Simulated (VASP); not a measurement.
# Pt (Fm-3m) in VASP: single point with LDA

Aim: the single point of Pt with LDA.

All numbers are computed with VASP 6.6.1; they aren't measurements. Logs are shortened: lines on timing, memory, paths and dates and some standing lists are left out, and cuts for length are marked.

## (1) The cell of the first run

The structure is cubic, space group Fm-3m (No. 225). The conventional cell has a = 3.894 Å, b = 3.894 Å, c = 3.894 Å, α = 90.00°, β = 90.00°, γ = 90.00°. Pt (site symmetry m-3m) has 12 Pt at 2.75 Å within 3.6 Å.

## (2) Single point, LDA

INCAR reads:

```
ALGO     = Normal         # electronic algorithm
EDIFF    = 1E-6           # SCF threshold, eV
ENCUT    = 500            # plane-wave cutoff, eV
GGA      = CA             # functional
GGA_COMPAT= F            
ISIF     = 2              # what is computed and relaxed
ISMEAR   = 0              # smearing method
LASPH    = T              # aspherical terms in the spheres
LCHARG   = F              # write CHGCAR
LREAL    = F              # projectors in reciprocal space
LWAVE    = F              # write WAVECAR
NBANDS   = 11             # bands
NELM     = 120            # most SCF steps
PREC     = Accurate       # precision mode
SIGMA    = 0.1            # smearing width, eV
```

KPOINTS reads:

```
k-points
0
Gamma
  18 18 18
```

POSCAR reads:

```
Pt
1.0
    0.0000000000      1.9468412803      1.9468412803
    1.9468412803      0.0000000000      1.9468412803
    1.9468412803      1.9468412803      0.0000000000
Pt
1
Direct
    0.0000000000      0.0000000000      0.0000000000
```

Potentials or basis: VASP PAW LDA potentials, release 64 (Pt).

On the command line:

```sh
> cat potpaw_LDA.64/Pt/POTCAR > POTCAR
> mpirun -np 1 vasp_std > vasp.out
```

OUTCAR:

```text
EDIFF = 1E-6
   ENCUT = 500
   GGA = CA
   ISIF = 2
   ISMEAR = 0
   LASPH = T
   LREAL = F
   NELM = 120
   PREC = Accurate

 ion  position               nearest neighbor table
   1  0.000  0.000  0.000-

  LATTYP: Found a face centered cubic cell.
 ALAT       =     3.8936825606

  Lattice vectors:

 A1 = (   0.0000000000,   1.9468412803,   1.9468412803)
 A2 = (   1.9468412803,   0.0000000000,   1.9468412803)
 A3 = (   1.9468412803,   1.9468412803,   0.0000000000)

Analysis of symmetry for initial positions (statically):
=====================================================================
 Subroutine PRICEL returns:
 Original cell was already a primitive cell.

 Routine SETGRP: Setting up the symmetry group for a
 face centered cubic supercell.

 Subroutine GETGRP returns: Found 48 space group operations
 (whereof 48 operations were pure point group operations)
 out of a pool of 48 trial point group operations.

The static configuration has the point symmetry O_h .

Analysis of symmetry for dynamics (positions and initial velocities):
=====================================================================
 Subroutine PRICEL returns:
 Original cell was already a primitive cell.

 Routine SETGRP: Setting up the symmetry group for a
 face centered cubic supercell.

 Subroutine GETGRP returns: Found 48 space group operations
 (whereof 48 operations were pure point group operations)
 out of a pool of 48 trial point group operations.

The dynamic configuration has the point symmetry O_h .

 Subroutine INISYM returns: Found 48 space group operations
 (whereof 48 operations are pure point group operations),
 and found     1 'primitive' translations

----------------------------------------------------------------------------------------

                                     Primitive cell

  volume of cell :      14.7578

  direct lattice vectors                    reciprocal lattice vectors
     0.000000000  1.946841280  1.946841280    -0.256826278  0.256826278  0.256826278
     1.946841280  0.000000000  1.946841280     0.256826278 -0.256826278  0.256826278
     1.946841280  1.946841280  0.000000000     0.256826278  0.256826278 -0.256826278

  length of vectors
     2.753249342  2.753249342  2.753249342     0.444836162  0.444836162  0.444836162

  position of ions in fractional coordinates (direct lattice)
     0.000000000  0.000000000  0.000000000

  ion indices of the primitive-cell ions
   primitive index   ion index
                 1           1
[... 78 lines left out ...]
   ISIF   =      2    stress and relaxation
   ISYM   =      2    0-nonsym 1-usesym 2-fastsym
   POTIM  = 0.5000    time-step for ionic-motion
   TEBEG  =    0.0;   TEEND  =   0.0 temperature during run
   PSTRESS=    0.0 pullay stress
   NELECT =      10.0000    total number of electrons
   NUPDOWN=      -1.0000    fix difference up-down
   EMIN   =  10.00;   EMAX   =-10.00  energy-range for DOS
   EFERMI =   0.00;   METHOD = LEGACY
   ISMEAR =     0;   SIGMA  =   0.10  broadening in eV -4-tet -1-fermi 0-gaus
   EFERMI_NEDOS =   21; number of points for ismear=-14 and -15
   IALGO  =     38    algorithm
   IMIX   =      4    mixing-type and parameters
     AMIX     =   0.40;   BMIX     =  1.00
     AMIX_MAG =   1.60;   BMIX_MAG =  1.00
  volume/ion in A,a.u.               =      14.76        99.59
  Fermi-wavevector in a.u.,A,eV,Ry     =   1.437919  2.717272 28.131539  2.067610
  Thomas-Fermi vector in A             =   2.556943
   LORBIT       =      0    0 simple, 1 ext, 2 COOP (PROOUT), +10 PAW based schemes
   GGA     = CA    functional components
   LHFCALC =     F    Hartree Fock is set to
   AEXX    =    0.0000 exact exchange contribution
   IVDW    =     0    specifies the selected vdW correction
   LEPSILON=     F    determine dielectric tensor
   LRPA    =     F    only Hartree local field effects (RPA)
 non-spin polarized calculation
 Gauss-broadening in eV      SIGMA  =   0.10
  energy-cutoff  :      500.00
  volume of cell :       14.76
 maximum number of plane-waves:       388
   NGX =  9   NGY =  9   NGZ =  9

 number of electron      10.0000000 magnetization

 Free energy of the ion-electron system (eV)
  ---------------------------------------------------
  ext. energy  EPLUGINS =         0.00000000
  ---------------------------------------------------
  free energy    TOTEN  =        -7.50698620 eV

  energy without entropy =       -7.49667834  energy(sigma->0) =       -7.50183227

 E-fermi :  11.5697     XC(G=0): -13.8137

 val. band max:       11.5650365164   @ k =  -0.3333   0.3889   0.1111
 cond. band min:      11.5809508932   @ k =   0.3889   0.2222   0.0000
 fundamental gap:      0.0159143768
 Fermi energy:        11.5697171119

 k-point     1 :       0.0000    0.0000    0.0000
  band No.  band energies     occupation
      1       1.0754      2.00000
      2       7.6105      2.00000
      3       7.6105      2.00000
      4       7.6105      2.00000
      5       9.8816      2.00000
      6       9.8816      2.00000
      7      26.1239      0.00000
      8      31.1685      0.00000
      9      31.1685      0.00000
     10      31.1685      0.00000
     11      36.7019      0.00000
[... 309 lines left out ...]
 k-point    24 :      -0.2222    0.0556    0.0000
  band No.  band energies     occupation
      1       3.1561      2.00000
      2       7.1042      2.00000
      3       8.0228      2.00000
      4       8.0919      2.00000
      5       9.6665      2.00000
      6      10.3787      2.00000
      7      25.3572      0.00000
      8      28.1611      0.00000
      9      32.8140      0.00000
     10      34.1745      0.00000
     11      35.4366      0.00000

 [... further k-points ...]

------------------------ aborting loop because EDIFF is reached ----------------------------------------

  FORCE on cell =-STRESS in cart. coord.  units (eV):
  Direction    XX          YY          ZZ          XY          YZ          ZX
  --------------------------------------------------------------------------------------
  -------------------------------------------------------------------------------------
  Total        0.0729238      0.0729238      0.0729238      0.0000000      0.0000000      0.0000000
  in kB        7.9169573      7.9169573      7.9169573      0.0000000      0.0000000      0.0000000
  external PRESSURE =       7.9169573 kB  Pullay stress =       0.0000000 kB

 VOLUME and BASIS-vectors are now :
 -----------------------------------------------------------------------------
  energy-cutoff  :      500.00
  volume of cell :       14.76
      direct lattice vectors                 reciprocal lattice vectors
     0.000000000  1.946841280  1.946841280    -0.256826278  0.256826278  0.256826278
     1.946841280  0.000000000  1.946841280     0.256826278 -0.256826278  0.256826278
     1.946841280  1.946841280  0.000000000     0.256826278  0.256826278 -0.256826278

 POSITION                                       TOTAL-FORCE (eV/Angst)
 -----------------------------------------------------------------------------------
      0.00000      0.00000      0.00000        -0.000000      0.000000     -0.000000
 -----------------------------------------------------------------------------------
    total drift:                                0.000000      0.000000     -0.000000

  FREE ENERGIE OF THE ION-ELECTRON SYSTEM (eV)
  ---------------------------------------------------
  free  energy   TOTEN  =        -7.5069862032 eV

  energy  without entropy=       -7.4966783428  energy(sigma->0) =       -7.50183227
```

OSZICAR:

```text
N       E                     dE             d eps       ncg     rms          rms(c)
DAV:   1     0.375141208674E+02    0.37514E+02   -0.52941E+03  4426   0.816E+02
DAV:   2    -0.736331921096E+01   -0.44877E+02   -0.42941E+02  4923   0.175E+02
DAV:   3    -0.794124501438E+01   -0.57793E+00   -0.57470E+00  4995   0.190E+01
DAV:   4    -0.794338485621E+01   -0.21398E-02   -0.21397E-02  4967   0.136E+00
DAV:   5    -0.794340125996E+01   -0.16404E-04   -0.16404E-04  5045   0.109E-01    0.141E+01
DAV:   6    -0.755716849486E+01    0.38623E+00   -0.87913E-01  4626   0.739E+00    0.725E+00
DAV:   7    -0.751179072405E+01    0.45378E-01   -0.14729E-01  4953   0.291E+00    0.263E+00
DAV:   8    -0.750719201757E+01    0.45987E-02   -0.66884E-03  4668   0.773E-01    0.592E-01
DAV:   9    -0.750698243464E+01    0.20958E-03   -0.18463E-04  4779   0.127E-01    0.117E-02
DAV:  10    -0.750698611289E+01   -0.36782E-05   -0.30476E-06  5168   0.121E-02    0.227E-03
DAV:  11    -0.750698620324E+01   -0.90358E-07   -0.54784E-08  2658   0.217E-03
   1 F= -.75069862E+01 E0= -.75018323E+01  d E =-.103079E-01
```

stdout:

```text
POSCAR found type information on POSCAR Pt
 POSCAR found :  1 types and       1 ions
 scaLAPACK will be used
 LDA part: xc-table for (Slater(with rela. corr.)+CA(PZ))
 , standard interpolation
 POSCAR, INCAR and KPOINTS ok, starting setup
 FFT: planning ... GRIDC
 FFT: planning ... GRID_SOFT
 FFT: planning ... GRID
 WAVECAR not read
 entering main loop
```

It took 14 s on 1 thread of Intel Xeon Platinum 8488C (Sapphire Rapids), shared host; peak memory 0.13 GiB.

What came out:

| Property | Result |
| --- | --- |
| Free energy | -7.5070 eV |
| Pressure | 0.8 GPa |
| Band gap on the k mesh | zero (bands 5 and 6 overlap by 2.32 eV) |

Levels at points of the mesh, in eV from the Fermi level:
```tsv
k point	band 2	band 3	band 4	band 5	band 6	band 7	band 8	band 9
(0.00, 0.00, 0.00)	-3.96	-3.96	-3.96	-1.69	-1.69	14.55	19.60	19.60
(0.50, 0.00, 0.00)	-4.02	-4.02	-0.57	0.05	0.05	5.99	14.13	19.04
(0.50, 0.50, 0.00)	-6.89	0.03	0.51	0.51	1.72	9.10	11.40	11.40
```

Caveat: spin-orbit coupling is left out, which moves the levels of the heavy elements.
